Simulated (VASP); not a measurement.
# ZrB2: single point with PBEsol

Crystal: ZrB2.

```
CELL_PARAMETERS angstrom
3.18640 0.00000 0.00000
-1.59320 2.75950 0.00000
0.00000 0.00000 3.62360
ATOMIC_POSITIONS crystal
Zr 0.00000 0.00000 0.00000
B 0.33333 0.66667 0.50000
B 0.66667 0.33333 0.50000
```

```yaml
Program: VASP 6.6.1
Task: single point
Functional: PBEsol
Potentials_or_basis: VASP PAW PBE potentials, release 64 (Zr_sv, B)
Cutoff: 520 eV
k_mesh: 15 × 15 × 12
Occupations: gaussian, width 0.15 eV
Spin: no spin polarisation
Dipole_correction: no
Further_INCAR_settings: ALGO = Normal; EDIFF = 1e-06; NBANDS = 16
```

```yaml
Pressure: -11.3 GPa
Band_gap_on_the_k_mesh: zero (bands 9 and 10 overlap by 0.86 eV)
```

Stress tensor (GPa, compression positive):
```
 -9.22   0.00   0.00
  0.00  -9.22   0.00
  0.00   0.00 -15.33
```

Levels at points of the mesh, in eV from the Fermi level:
| k point | band 6 | band 7 | band 8 | band 9 | band 10 | band 11 | band 12 | band 13 |
| --- | --- | --- | --- | --- | --- | --- | --- | --- |
| (0.00, 0.00, 0.00) | -2.57 | -2.46 | -2.39 | -2.39 | 3.28 | 3.28 | 3.90 | 3.90 |
| (0.00, 0.00, 0.50) | -6.86 | -0.81 | -0.81 | 0.51 | 0.51 | 0.77 | 0.77 | 1.45 |

Run time: 64 s on 1 thread of AMD EPYC 7R13 Processor (Zen 3) (shared host), peak memory 0.19 GiB.

Caveat: the cell stands under tension; the PAW data sets were made with another functional, which shifts forces and pressure a little.
